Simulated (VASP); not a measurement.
Write the native input for VASP 6.6.1 that does the following.

```
Task                   : single point
Functional             : PBE
Potentials or basis    : VASP PAW PBE potentials, release 64 (Na_pv)
Cutoff                 : 520 eV
k mesh                 : 18 × 18 × 16
Occupations            : gaussian, width 0.1 eV
Spin                   : no spin polarisation
Dipole correction      : no
Further INCAR settings : ALGO = Normal; EDIFF = 1e-06; NBANDS = 10
```

The structure of Na lies in POSCAR:

```
Na
1.0
    3.6164891664      0.0000000000      0.0000000000
   -1.8082445832      3.1319714907      0.0000000000
    0.0000000000      0.0000000000      3.3862507870
Na
1
Direct
    0.0000000000      0.0000000000      0.0000000000
```

This isn't the form of Na at room conditions, which is bcc.

One way to write it, as run:

INCAR

```
SYSTEM = Na
  PREC = Accurate
  ENCUT = 520
  EDIFF = 1E-6
  ISMEAR = 0
  SIGMA = 0.1
  LREAL = .False.
  LASPH = .True.
  NELM = 100
  ALGO = Normal
  ISIF = 2
  LWAVE = .False.
  LCHARG = .False.
  GGA = PE
  NBANDS = 10
```

KPOINTS

```
Automatic mesh
0
Gamma
  18 18 16
  0 0 0
```

Potentials or basis: VASP PAW PBE potentials, release 64 (Na_pv).

The run is started by

```console
$ cat potpaw_PBE.64/Na_pv/POTCAR > POTCAR
$ mpirun -np 1 vasp_std > vasp.out
```

Results of the run:

```yaml
Pressure: 0.0 GPa
Band_gap_on_the_k_mesh: zero (an odd number of electrons rules out a gap without spin polarisation)
```

Run time: 110 s on 1 thread of Oxide Virtual Turin-like Processor, with other jobs on the host, peak memory 0.19 GiB.
